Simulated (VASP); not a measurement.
Wanted: the native input for a VASP 6.6.1 run.

- Task: single point
- Functional: PBE
- Potentials or basis: VASP PAW PBE potentials, release 64 (In_d, As)
- Cutoff: 520 eV
- k mesh: 12 × 12 × 12
- Occupations: gaussian, width 0.1 eV
- Spin: no spin polarisation
- Dipole correction: no
- Further INCAR settings: ALGO = Normal; EDIFF = 1e-06; NBANDS = 16

The structure of InAs lies in POSCAR:

```
InAs
1.0
    0.0000000000      3.1237908444      3.1237908444
    3.1237908444      0.0000000000      3.1237908444
    3.1237908444      3.1237908444      0.0000000000
In As
1 1
Direct
    0.0000000000      0.0000000000      0.0000000000
    0.2500000000      0.2500000000      0.2500000000
```

This cell differs from its parent crystal: volume scaled by 1.03.

The input as run:

INCAR

```
PREC = Accurate ; ENCUT = 520
EDIFF = 1E-6 ; ISMEAR = 0
SIGMA = 0.1 ; LREAL = False
LASPH = True ; NELM = 80
ALGO = Normal ; ISIF = 2
LWAVE = False ; LCHARG = False
GGA = PE ; NBANDS = 16
```

KPOINTS

```
Automatic mesh
0
Gamma
  12 12 12
```

Potentials or basis: VASP PAW PBE potentials, release 64 (In_d, As).

The run is started by

```sh
$ cat potpaw_PBE.64/In_d/POTCAR potpaw_PBE.64/As/POTCAR > POTCAR
$ mpirun -np 1 vasp_std > vasp.out
```

It gave:

```json
{
 "Pressure": "-1.3 GPa",
 "Band gap on the k mesh": "zero (filled and empty bands touch)"
}
```

Caveat: spin-orbit coupling is left out, which moves the levels of the heavy elements.

It took 62 s on 1 thread of Intel(R) Xeon(R) Platinum 8488C (Sapphire Rapids), with other jobs on the host, peak memory 0.24 GiB.
